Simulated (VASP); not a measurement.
A run of VASP 6.6.1 is set up as follows.

INCAR

```
SYSTEM = MgO
ALGO     = Normal         ! electronic algorithm
EDIFF    = 1E-6           ! SCF threshold, eV
ENCUT    = 520            ! plane-wave cutoff, eV
GGA      = PE             ! functional
ISIF     = 2              ! what is computed and relaxed
ISMEAR   = -1             ! smearing method
LASPH    = .TRUE.         ! aspherical terms in the spheres
LCHARG   = .FALSE.        ! write CHGCAR
LREAL    = .FALSE.        ! projectors in reciprocal space
LWAVE    = .FALSE.        ! write WAVECAR
NBANDS   = 11             ! bands
NELM     = 80             ! most SCF steps
PREC     = Accurate       ! precision mode
SIGMA    = 0.08           ! smearing width, eV
```

File KPOINTS:

```
k-points
0
G
  15 15 15
  0 0 0
```

POSCAR

```
MgO
1.0
    0.0000000000      2.1272355335      2.1272355335
    2.1272355335      0.0000000000      2.1272355335
    2.1272355335      2.1272355335      0.0000000000
Mg O
1 1
Direct
    0.0000000000      0.0000000000      0.0000000000
    0.5000000000      0.5000000000      0.5000000000
```

Potentials or basis: VASP PAW PBE potentials, release 64 (Mg, O).

Command:

```bash
$ cat potpaw_PBE.64/Mg/POTCAR potpaw_PBE.64/O/POTCAR > POTCAR
$ mpirun -np 1 vasp_std > vasp.out
```

Task: Estimate the pressure.

Result: -0.8 GPa.

Task: Predict the band gap on the k mesh.

Result: 4.44 eV, direct.

A k mesh can miss the band edges. A hybrid or GW would open this gap; PBE tends to underestimate it.
